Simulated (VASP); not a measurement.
Runs of VASP 6.6.1 on B16HN15 (a cell with a defect). The cell holds a defect, 32 atoms: a = 6.277 Å, b = 6.277 Å, c = 6.277 Å, α = 109.47°, β = 109.47°, γ = 109.47°. 

| level | potentials or basis | k mesh | cutoff (eV) | gap on the mesh (eV) | pressure (GPa) | largest force (eV/Å) |
| --- | --- | --- | --- | --- | --- | --- |
| PBE | VASP PAW PBE potentials, release 64 (B, N, H) | 1 × 1 × 1, shifted | 520 | 2.18 | (b) | 0.03 |
| r2SCAN | VASP PAW PBE potentials, release 64 (B, N, H) | 1 × 1 × 1, shifted | 580 | 2.58 | -1.5 | 0.13 |
| LDA | VASP PAW LDA potentials, release 64 (B, N, H) | 1 × 1 × 1, shifted | 520 | 2.05 | -10.7 | 0.23 |
| PBE | VASP PAW PBE potentials, release 64 (B, N, H) | 1 × 1 × 1 | 520 | (a) | 3.4 | 0.50 |

Alike in all rows: task single point; no spin polarisation; cell as given; smearing fermi-dirac 0.01 eV.

Problem. Estimate the missing entries.

Solution. (a) 2.00; (b) 2.0.

Caveats: all runs use coarse meshes; the PAW data sets were made with another functional, which shifts forces and pressure a little (at least some runs).

A k mesh can miss the band edges.
